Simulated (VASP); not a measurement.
Mo:

```xyz
1
Lattice="0.0000 1.9827 1.9827 1.9827 0.0000 1.9827 1.9827 1.9827 0.0000" Properties=species:S:1:pos:R:3 pbc="T T T"
Mo    0.0000    0.0000    0.0000
```

```yaml
Program: VASP 6.6.1
Task: relaxation of cell and atoms
Functional: BLYP
Potentials_or_basis: VASP PAW PBE potentials, release 64 (Mo_sv)
Cutoff: 600 eV
k_mesh: 14 × 14 × 14
Occupations: fermi-dirac, width 0.1 eV
Spin: no spin polarisation
```

At the start: pressure 17.4 GPa; volume 15.59 Å³/atom.

Q: How do energy, volume and symmetry change on relaxing?

A: Over 4 steps the energy falls by 58.2 meV/atom and the volume is 16.73 Å³/atom (+7.3 %); space group Fm-3m (No. 225, to 0.05 Å).

The path:
```
step  energy change (eV)  largest force (eV/Å)  pressure (GPa)  volume (Å³)
   1              0.0000                0.0000           17.41        15.59
   2              0.2089                0.0000          -24.58        19.73
   3             -0.0580                0.0000           -0.90        16.80
   4             -0.0582                0.0000           -0.07        16.73
```

Final structure:
```
CELL_PARAMETERS angstrom
0.00000 2.03002 2.03002
2.03002 0.00000 2.03002
2.03002 2.03002 0.00000
ATOMIC_POSITIONS crystal
Mo 0.00000 0.00000 0.00000
```

Caveat: the PAW data sets were made with another functional, which shifts forces and pressure a little.
